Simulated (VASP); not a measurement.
BiTe:

```
Bi Te
1.0
     0.00000    3.23500    3.23500
     3.23500    0.00000    3.23500
     3.23500    3.23500    0.00000
Bi Te
1 1
Direct
  0.00000 0.00000 0.00000
  0.50000 0.50000 0.50000
```

Base run:

- Program: VASP 6.6.1
- Functional: r2SCAN
- Potentials or basis: VASP PAW PBE potentials, release 64 (Bi_d, Te)
- Cutoff: 520 eV
- k mesh: 7 × 7 × 7
- Occupations: fermi-dirac, width 0.05 eV
- Spin: no spin polarisation

Its results: band gap on the k mesh zero (an odd number of electrons rules out a gap without spin polarisation); pressure 0.1 GPa.

The run is repeated on the same cell with these changes: functional from r2SCAN to PBE; occupations from fermi-dirac, width 0.05 eV to gaussian, width 0.011 eV. What comes out?

Band gap on the k mesh zero (an odd number of electrons rules out a gap without spin polarisation); pressure 1.0 GPa.

Caveats: spin-orbit coupling is left out, which moves the levels of the heavy elements; the PAW data sets were made with another functional, which shifts forces and pressure a little (at least some runs).
